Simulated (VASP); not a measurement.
# Ru (R-3m) in VASP: notebook

Runs on Ru. Level: PBE. Tasks: single point.

Everything below comes from runs of VASP 6.6.1. Logs are shortened: lines on timing, memory, paths and dates and some standing lists are left out, and cuts for length are marked.

## Step 1: The cell of the first run

Symmetry: R-3m, No. 166, trigonal system. Conventional cell: a = 2.735 Å, b = 2.735 Å, c = 7.391 Å, α = 90.00°, β = 90.00°, γ = 120.00°. Ru (site symmetry -3m) has 12 Ru at 2.73 to 2.93 Å within 3.6 Å.

## Step 2: Single point, PBE

INCAR reads:

```
PREC = Accurate ; ENCUT = 520
EDIFF = 1E-6 ; ISMEAR = 0
SIGMA = 0.15 ; LREAL = False
LASPH = True ; NELM = 60
ALGO = Fast ; ISIF = 2
LWAVE = False ; LCHARG = False
GGA = PE ; NBANDS = 13
```

KPOINTS reads:

```
regular mesh
0
Gamma
  20 20 20
```

POSCAR reads:

```
Ru
1.0
    0.1333558828      2.0670161826      2.0670161826
    2.0670161826      0.1333558828      2.0670161826
    2.0670161826      2.0670161826      0.1333558828
Ru
1
Direct
    0.0000000000      0.0000000000      0.0000000000
```

Potentials or basis: VASP PAW PBE potentials, release 64 (Ru_pv).

Command:

```bash
cat potpaw_PBE.64/Ru_pv/POTCAR > POTCAR
mpirun -np 1 vasp_std > vasp.out
```

OUTCAR:

```text
PREC = Accurate
   ENCUT = 520
   EDIFF = 1E-6
   ISMEAR = 0
   LREAL = False
   LASPH = True
   NELM = 60
   ISIF = 2
   GGA = PE

 ion  position               nearest neighbor table
   1  0.000  0.000  0.000-

  LATTYP: Found a trigonal (rhomboedric) cell.
 ALAT       =     2.9262425719
 COS(alpha) =     0.5633437176

  Lattice vectors:

 A1 = (   0.1333558828,   2.0670161826,   2.0670161826)
 A2 = (   2.0670161826,   0.1333558828,   2.0670161826)
 A3 = (   2.0670161826,   2.0670161826,   0.1333558828)

Analysis of symmetry for initial positions (statically):
=====================================================================
 Subroutine PRICEL returns:
 Original cell was already a primitive cell.

 Routine SETGRP: Setting up the symmetry group for a
 trigonal (rhombohedral) supercell.

 Subroutine GETGRP returns: Found 12 space group operations
 (whereof 12 operations were pure point group operations)
 out of a pool of 12 trial point group operations.

The static configuration has the point symmetry D_3d.

Analysis of symmetry for dynamics (positions and initial velocities):
=====================================================================
 Subroutine PRICEL returns:
 Original cell was already a primitive cell.

 Routine SETGRP: Setting up the symmetry group for a
 trigonal (rhombohedral) supercell.

 Subroutine GETGRP returns: Found 12 space group operations
 (whereof 12 operations were pure point group operations)
 out of a pool of 12 trial point group operations.

The dynamic configuration has the point symmetry D_3d.

 Subroutine INISYM returns: Found 12 space group operations
 (whereof 12 operations are pure point group operations),
 and found     1 'primitive' translations

----------------------------------------------------------------------------------------

                                     Primitive cell

  volume of cell :      15.9559

  direct lattice vectors                    reciprocal lattice vectors
     0.133355883  2.067016183  2.067016183    -0.266657489  0.250496429  0.250496429
     2.067016183  0.133355883  2.067016183     0.250496429 -0.266657489  0.250496429
     2.067016183  2.067016183  0.133355883     0.250496429  0.250496429 -0.266657489

  length of vectors
     2.926242572  2.926242572  2.926242572     0.443399524  0.443399524  0.443399524

  position of ions in fractional coordinates (direct lattice)
     0.000000000  0.000000000  0.000000000

  ion indices of the primitive-cell ions
   primitive index   ion index
                 1           1

----------------------------------------------------------------------------------------

 KPOINTS: regular mesh

Automatic generation of k-mesh.
 Grid dimensions read from file:
 generate k-points for:   20   20   20

 Generating k-lattice:

  Cartesian coordinates                     Fractional coordinates (reciprocal lattice)
    -0.013332874  0.012524821  0.012524821     0.050000000  0.000000000  0.000000000
     0.012524821 -0.013332874  0.012524821     0.000000000  0.050000000  0.000000000
     0.012524821  0.012524821 -0.013332874     0.000000000  0.000000000  0.050000000

  Length of vectors
     0.022169976  0.022169976  0.022169976

  Shift w.r.t. Gamma in fractional coordinates (k-lattice)
     0.000000000  0.000000000  0.000000000

 Subroutine IBZKPT returns following result:
 ===========================================

 Found    781 irreducible k-points:

 Following reciprocal coordinates:
            Coordinates               Weight
  0.000000  0.000000  0.000000      1.000000
  0.050000 -0.000000 -0.000000      6.000000
  0.100000 -0.000000 -0.000000      6.000000
  0.150000  0.000000 -0.000000      6.000000
  0.200000 -0.000000 -0.000000      6.000000
  0.250000 -0.000000 -0.000000      6.000000
[... 16 lines left out ...]
 -0.400000  0.050000 -0.000000     12.000000
 -0.350000  0.050000 -0.000000     12.000000
 [... further k-points ...]
   k-points           NKPTS =    781   k-points in BZ     NKDIM =    781   number of bands    NBANDS=     13
   number of dos      NEDOS =    301   number of ions     NIONS =      1
   total plane-waves  NPLWV =  13824
   dimension x,y,z NGX =    24 NGY =   24 NGZ =   24
   dimension x,y,z NGXF=    48 NGYF=   48 NGZF=   48
   ions per type =               1
   NGX,Y,Z   is equivalent  to a cutoff of  13.63, 13.63, 13.63 a.u.
   NGXF,Y,Z  is equivalent  to a cutoff of  27.27, 27.27, 27.27 a.u.
 SYSTEM =  unknown system
   PREC   = accura    normal or accurate (medium, high low for compatibility)
   ISTART =      0    job   : 0-new  1-cont  2-samecut
   ICHARG =      2    charge: 1-file 2-atom 10-const
   ISPIN  =      1    spin polarized calculation?
   LNONCOLLINEAR =      F non collinear calculations
   LSORBIT =      F    spin-orbit coupling
   LASPH  =      T    aspherical Exc in radial PAW
   ENCUT  =  520.0 eV  38.22 Ry    6.18 a.u.   5.44  5.44  5.44*2*pi/ulx,y,z
   NELM   =     60;   NELMIN=  2; NELMDL= -5     # of ELM steps
   EDIFF  = 0.1E-05   stopping-criterion for ELM
   LREAL  =      F    real-space projection
   EDIFFG = 0.1E-04   stopping-criterion for IOM
   NSW    =      0    number of steps for IOM
   IBRION =     -1    ionic relax: 0-MD 1-quasi-New 2-CG
   NFREE  =      0    steps in history (QN), initial steepest desc. (CG)
   ISIF   =      2    stress and relaxation
   ISYM   =      2    0-nonsym 1-usesym 2-fastsym
   POTIM  = 0.5000    time-step for ionic-motion
   TEBEG  =    0.0;   TEEND  =   0.0 temperature during run
   PSTRESS=    0.0 pullay stress
   NELECT =      14.0000    total number of electrons
   NUPDOWN=      -1.0000    fix difference up-down
   EMIN   =  10.00;   EMAX   =-10.00  energy-range for DOS
   EFERMI =   0.00;   METHOD = LEGACY
   ISMEAR =     0;   SIGMA  =   0.15  broadening in eV -4-tet -1-fermi 0-gaus
   EFERMI_NEDOS =   21; number of points for ismear=-14 and -15
   IALGO  =     68    algorithm
   IMIX   =      4    mixing-type and parameters
     AMIX     =   0.40;   BMIX     =  1.00
     AMIX_MAG =   1.60;   BMIX_MAG =  1.00
  volume/ion in A,a.u.               =      15.96       107.68
  Fermi-wavevector in a.u.,A,eV,Ry     =   1.567268  2.961708 33.420396  2.456330
  Thomas-Fermi vector in A             =   2.669473
   LORBIT       =      0    0 simple, 1 ext, 2 COOP (PROOUT), +10 PAW based schemes
   GGA     = PE    functional components
   LHFCALC =     F    Hartree Fock is set to
   AEXX    =    0.0000 exact exchange contribution
   IVDW    =     0    specifies the selected vdW correction
   LEPSILON=     F    determine dielectric tensor
   LRPA    =     F    only Hartree local field effects (RPA)
 non-spin polarized calculation
 RMM-DIIS sequential band-by-band and
 Gauss-broadening in eV      SIGMA  =   0.15
  energy-cutoff  :      520.00
  volume of cell :       15.96
 maximum number of plane-waves:       443
 NGX is ok and might be reduce to    24

 number of electron      14.0000002 magnetization

 Free energy of the ion-electron system (eV)
  ---------------------------------------------------
  ext. energy  EPLUGINS =         0.00000000
  ---------------------------------------------------
  free energy    TOTEN  =        -8.80377151 eV

  energy without entropy =       -8.78777971  energy(sigma->0) =       -8.79577561

 E-fermi :  10.0638     XC(G=0): -13.1271

 val. band max:       10.0617628754   @ k =   0.4500   0.4500   0.1000
 cond. band min:      10.0661366045   @ k =  -0.1000   0.1000   0.0500
 fundamental gap:      0.0043737291
 Fermi energy:        10.0638396613

 k-point     1 :       0.0000    0.0000    0.0000
  band No.  band energies     occupation
      1     -32.4193      2.00000
      2     -32.2911      2.00000
      3     -32.2911      2.00000
      4       3.0902      2.00000
      5       7.2858      2.00000
      6       8.2565      2.00000
      7       8.2565      2.00000
      8      10.0575      1.04740
      9      10.0575      1.04740
     10      20.8232      0.00000
     11      24.8524      0.00000
     12      28.4045      0.00000
     13      31.0401      0.00000

 k-point     2 :       0.0500   -0.0000   -0.0000
  band No.  band energies     occupation
      1     -32.4210      2.00000
      2     -32.3088      2.00000
      3     -32.2945      2.00000
      4       3.1872      2.00000
      5       7.3257      2.00000
      6       8.2033      2.00000
      7       8.3148      2.00000
      8      10.0157      1.35041
      9      10.0276      1.26752
     10      20.8232      0.00000
     11      25.0074      0.00000
     12      28.4963      0.00000
     13      30.4660      0.00000

 k-point     3 :       0.1000   -0.0000   -0.0000
  band No.  band energies     occupation
      1     -32.4275      2.00000
      2     -32.3585      2.00000
      3     -32.3043      2.00000
      4       3.4692      2.00000
      5       7.4365      2.00000
      6       8.0612      2.00000
      7       8.4813      2.00000
      8       9.9074      1.85988
      9       9.9482      1.72439
     10      20.8231      0.00000
     11      25.4340      0.00000
     12      28.4071      0.00000
     13      29.7270      0.00000

 k-point     4 :       0.1500    0.0000   -0.0000
  band No.  band energies     occupation
      1     -32.4604      2.00000
      2     -32.4126      2.00000
      3     -32.3197      2.00000
      4       3.9050      2.00000
      5       7.5893      2.00000
      6       7.8811      2.00000
      7       8.7221      2.00000
      8       9.7834      1.99181
      9       9.8581      1.94760
     10      20.8231      0.00000
     11      25.9970      0.00000
     12      27.3752      0.00000
     13      30.0734      0.00000

 k-point     5 :       0.2000   -0.0000   -0.0000
  band No.  band energies     occupation
      1     -32.5532      2.00000
      2     -32.4284      2.00000
      3     -32.3391      2.00000
      4       4.4252      2.00000
      5       7.7378      2.00000
      6       7.7441      2.00000
      7       8.9368      2.00000
      8       9.7236      1.99866
      9       9.8604      1.94485
     10      20.8230      0.00000
     11      25.9015      0.00000
     12      26.6404      0.00000
     13      30.8177      0.00000
[... 257 lines left out ...]
 k-point    22 :      -0.4500    0.0500    0.0000
  band No.  band energies     occupation
      1     -33.0039      2.00000
      2     -32.4636      2.00000
      3     -32.4388      2.00000
      4       5.1764      2.00000
      5       7.3376      2.00000
      6       8.4689      2.00000
      7      10.4232      0.00070
      8      11.1166      0.00000
      9      12.4460      0.00000
     10      18.9626      0.00000
     11      20.8242      0.00000
     12      24.5863      0.00000
     13      28.4790      0.00000

 k-point    23 :      -0.4000    0.0500   -0.0000
  band No.  band energies     occupation
      1     -32.9689      2.00000
      2     -32.4594      2.00000
      3     -32.4318      2.00000
      4       5.2229      2.00000
      5       7.4100      2.00000
      6       8.5340      2.00000
      7       9.9319      1.78658
      8      10.8285      0.00000
      9      12.0868      0.00000
     10      19.8906      0.00000
     11      20.8250      0.00000
     12      24.8770      0.00000
     13      28.9518      0.00000

 k-point    24 :      -0.3500    0.0500   -0.0000
  band No.  band energies     occupation
      1     -32.9043      2.00000
      2     -32.4534      2.00000
      3     -32.4187      2.00000
      4       5.2816      2.00000
      5       7.5257      2.00000
      6       8.6455      2.00000
      7       9.1884      2.00000
      8      10.4174      0.00086
      9      11.5867      0.00000
     10      20.8198      0.00000
     11      21.2482      0.00000
     12      25.3966      0.00000
     13      29.7043      0.00000

 [... further k-points ...]

------------------------ aborting loop because EDIFF is reached ----------------------------------------

  FORCE on cell =-STRESS in cart. coord.  units (eV):
  Direction    XX          YY          ZZ          XY          YZ          ZX
  --------------------------------------------------------------------------------------
  -------------------------------------------------------------------------------------
  Total       -2.8007399     -2.8007399     -2.8007399     -0.8679676     -0.8679676     -0.8679676
  in kB     -281.2294841   -281.2294841   -281.2294841    -87.1548497    -87.1548497    -87.1548497
  external PRESSURE =    -281.2294841 kB  Pullay stress =       0.0000000 kB

 VOLUME and BASIS-vectors are now :
 -----------------------------------------------------------------------------
  energy-cutoff  :      520.00
  volume of cell :       15.96
      direct lattice vectors                 reciprocal lattice vectors
     0.133355883  2.067016183  2.067016183    -0.266657489  0.250496429  0.250496429
     2.067016183  0.133355883  2.067016183     0.250496429 -0.266657489  0.250496429
     2.067016183  2.067016183  0.133355883     0.250496429  0.250496429 -0.266657489

 POSITION                                       TOTAL-FORCE (eV/Angst)
 -----------------------------------------------------------------------------------
      0.00000      0.00000      0.00000         0.000000     -0.000000     -0.000000
 -----------------------------------------------------------------------------------
    total drift:                               -0.000000     -0.000000     -0.000000

  FREE ENERGIE OF THE ION-ELECTRON SYSTEM (eV)
  ---------------------------------------------------
  free  energy   TOTEN  =        -8.8037715145 eV

  energy  without entropy=       -8.7877797125  energy(sigma->0) =       -8.79577561
```

Wall time 95 s (1 thread of AMD EPYC 9R45 (Zen 5), shared host); peak memory 0.23 GiB.

Results:

| Item | Value |
| --- | --- |
| Free energy | -8.8038 eV |
| Pressure | -28.1 GPa |
| Band gap on the k mesh | zero (band 7 reaches 11.69 eV, above the bottom of band 8 at 9.01 eV) |

Levels at points of the mesh, in eV from the Fermi level:
```
           k point  band 5  band 6  band 7  band 8  band 9  band 10
(0.00, 0.00, 0.00)   -2.78   -1.81   -1.81   -0.01   -0.01    10.76
(0.50, 0.00, 0.00)   -2.78   -1.55    0.90    1.29    1.77     8.73
(0.50, 0.50, 0.00)   -4.71    1.09    1.63    1.93    3.28    10.76
(0.50, 0.50, 0.50)   -2.00   -2.00    0.13    1.16    1.16     6.86
```

## Step 3: Single point, PBE

This run uses another cell than the first one, of the same volume but with other edges.

INCAR reads:

```
SYSTEM = Ru
PREC = Accurate
ENCUT = 520
EDIFF = 1E-6
ISMEAR = 0
SIGMA = 0.15
LREAL = .False.
LASPH = .True.
NELM = 80
ALGO = Fast
ISIF = 2
LWAVE = .False.
LCHARG = .False.
GGA = PE
NBANDS = 13
```

KPOINTS reads:

```
regular mesh
0
Gamma
  20 20 20
  0 0 0
```

POSCAR reads:

```
Ru
1.0
   -0.1333558828      1.9336602999      1.9336602999
    1.9336602999     -0.1333558828      1.9336602999
    1.9336602999      1.9336602999     -0.1333558828
Ru
1
Direct
    0.0000000000      0.0000000000      0.0000000000
```

Potentials or basis: VASP PAW PBE potentials, release 64 (Ru_pv).

Command:

```bash
cat potpaw_PBE.64/Ru_pv/POTCAR > POTCAR
mpirun -np 1 vasp_std > vasp.out
```

Wall time 62 s (1 thread of AMD EPYC 9R45 (Zen 5), shared host); peak memory 0.22 GiB.

It converged, with:

* Free energy: -8.7928 eV
* Pressure: -28.1 GPa
* Band gap on the k mesh: zero (band 7 reaches 11.68 eV, above the bottom of band 8 at 8.84 eV)

Stress tensor (GPa, compression positive):
```
-28.08   9.68   9.68
  9.68 -28.08   9.68
  9.68   9.68 -28.08
```

Levels at points of the mesh, in eV from the Fermi level:
| k point | band 5 | band 6 | band 7 | band 8 | band 9 | band 10 |
| --- | --- | --- | --- | --- | --- | --- |
| (0.00, 0.00, 0.00) | -2.56 | -2.56 | -1.23 | -0.02 | -0.02 | 10.76 |
| (0.50, 0.00, 0.00) | -2.72 | -1.36 | 0.67 | 0.84 | 1.49 | 7.83 |
| (0.50, 0.50, 0.00) | -4.71 | 1.07 | 1.60 | 1.95 | 3.28 | 10.76 |
| (0.50, 0.50, 0.50) | -2.37 | -2.37 | 1.61 | 1.61 | 1.99 | 9.66 |

## Step 4: Single point, PBE

This run uses another cell than the first one, of 11.81 Å³/atom, 0.740 times its volume.

INCAR reads:

```
PREC = Accurate
ENCUT = 520
EDIFF = 1E-6
ISMEAR = 0
SIGMA = 0.15
LREAL = False
LASPH = True
NELM = 100
ALGO = Normal
ISIF = 2
LWAVE = False
LCHARG = False
GGA = PE
NBANDS = 13
```

KPOINTS reads:

```
regular mesh
0
Gamma
  20 20 20
```

POSCAR reads:

```
Ru
1.0
   -0.1333558828      1.7431518960      1.7431518960
    1.7431518960     -0.1333558828      1.7431518960
    1.7431518960      1.7431518960     -0.1333558828
Ru
1
Direct
    0.0000000000      0.0000000000      0.0000000000
```

Command:

```bash
cat potpaw_PBE.64/Ru_pv/POTCAR > POTCAR
mpirun -np 1 vasp_std > vasp.out
```

Run time: 1.7 min. Hardware: 1 thread of Intel Xeon Platinum 8259CL at 2.50GHz (Skylake/Cascade Lake), shared host; peak memory 0.21 GiB.

Results (log left out):

* Free energy: -8.4901 eV
* Pressure: 77.9 GPa
* Band gap on the k mesh: zero (band 7 reaches 18.21 eV, above the bottom of band 8 at 13.45 eV)

Stress tensor (GPa, compression positive):
```
77.93 28.83 28.83
28.83 77.93 28.83
28.83 28.83 77.93
```

Levels at points of the mesh, in eV from the Fermi level:
```
           k point  band 3  band 4  band 5  band 6  band 7  band 8  band 9  band 10  band 11  band 12
(0.00, 0.00, 0.00)  -42.28   -8.72   -4.08   -4.08   -1.81    0.05    0.05    10.42    14.83    20.38
(0.50, 0.00, 0.00)  -42.53   -7.17   -4.35   -2.08    0.76    1.34    2.44    10.42    11.58    15.02
(0.50, 0.50, 0.00)  -42.82   -7.84   -7.26    1.76    2.62    3.27    4.31    10.42    13.13    16.01
(0.50, 0.50, 0.50)  -42.90   -7.44   -3.84   -3.84    2.70    2.70    2.73    10.42    13.66    13.91
```

## Step 5: Single point, PBE

This run uses another cell than the first one, of 11.81 Å³/atom, 0.740 times its volume.

INCAR reads:

```
ALGO = Normal
EDIFF = 1E-6
ENCUT = 520
GGA = PE
ISIF = 2
ISMEAR = 0
LASPH = T
LCHARG = F
LREAL = F
LWAVE = F
NBANDS = 13
NELM = 80
PREC = Accurate
SIGMA = 0.15
```

KPOINTS reads:

```
k-points
0
Gamma
  20 20 20
```

POSCAR reads:

```
Ru
1.0
    0.1333558828      1.8765077787      1.8765077787
    1.8765077787      0.1333558828      1.8765077787
    1.8765077787      1.8765077787      0.1333558828
Ru
1
Direct
    0.0000000000      0.0000000000      0.0000000000
```

Command:

```bash
cat potpaw_PBE.64/Ru_pv/POTCAR > POTCAR
mpirun -np 1 vasp_std > vasp.out
```

Run time: 98 s. Hardware: 1 thread of Intel Xeon Platinum 8259CL at 2.50GHz (Skylake/Cascade Lake), shared host; peak memory 0.22 GiB.

It converged, with:

```
Free energy            : -8.5030 eV
Pressure               : 78.1 GPa
Band gap on the k mesh : zero (band 7 reaches 18.19 eV, above the bottom of band 8 at 13.84 eV)
```

Stress tensor (GPa, compression positive):
```
 78.08 -29.15 -29.15
-29.15  78.08 -29.15
-29.15 -29.15  78.08
```

Levels at points of the mesh, in eV from the Fermi level:
| k point | band 5 | band 6 | band 7 | band 8 | band 9 | band 10 |
| --- | --- | --- | --- | --- | --- | --- |
| (0.00, 0.00, 0.00) | -4.44 | -2.83 | -2.83 | 0.08 | 0.08 | 10.42 |
| (0.50, 0.00, 0.00) | -4.47 | -2.43 | 1.41 | 1.69 | 2.97 | 10.41 |
| (0.50, 0.50, 0.00) | -7.32 | 1.79 | 2.68 | 3.22 | 4.30 | 10.42 |
| (0.50, 0.50, 0.50) | -3.16 | -3.16 | -0.07 | 1.92 | 1.92 | 10.21 |

## Step 6: Summary

| cell | gap on the mesh (eV) | pressure (GPa) |
| --- | --- | --- |
| a = 2.926 Å, angles 55.7°, 1 atom | none | -28.1 |
| a = 2.738 Å, angles 64.5°, 1 atom | none | -28.1 |
| a = 2.469 Å, angles 65.0°, 1 atom | none | 77.9 |
| a = 2.657 Å, angles 55.3°, 1 atom | none | 78.1 |

Alike in all rows: task single point; level PBE; potentials or basis VASP PAW PBE potentials, release 64 (Ru_pv); no spin polarisation; k mesh 20 × 20 × 20; cutoff (eV) 520; smearing gaussian 0.15 eV.

Absolute energies hang on the potentials; compare differences alone.
